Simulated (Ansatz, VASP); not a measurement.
**Pd: VASP beside Ansatz**

```
CELL_PARAMETERS angstrom
0.00000 1.86864 1.94650
1.86864 0.00000 1.94650
1.86864 1.86864 0.00000
ATOMIC_POSITIONS crystal
Pd 0.00000 0.00000 0.00000
```

Alike in both runs: functional PBE; k mesh 10 × 10 × 10; occupations fermi-dirac, width 0.05 eV; no spin polarisation.

|  | VASP | Ansatz |
| --- | --- | --- |
| version | VASP 6.6.1 | Ansatz 0.2.0 |
| potentials or method | VASP PAW PBE potentials, release 64 (Pd) | Ansatz PAW |
| plane-wave cutoff (eV) | 520 | 420 |
| valence electrons in the cell | 10 | 18 |
| task | single point | band structure |

VASP gave:

* gap on the k mesh at the Fermi level (eV): none
* pressure (GPa): 27.5
* traceless stress, the component that is largest in VASP (GPa): -2.78

Q: Which values does Ansatz return?

A: gap on the k mesh at the Fermi level (eV): none; pressure (GPa): 28.0; traceless stress, the component that is largest in VASP (GPa): -2.82.

A gap of «none» marks a metal or a gap that the smearing closes. With one functional, cell and mesh, what is left measures potentials, basis and numerics. VASP's potentials hold 10 valence electrons a cell and Ansatz's 18, so a difference there can come from the potentials and not from the codes.
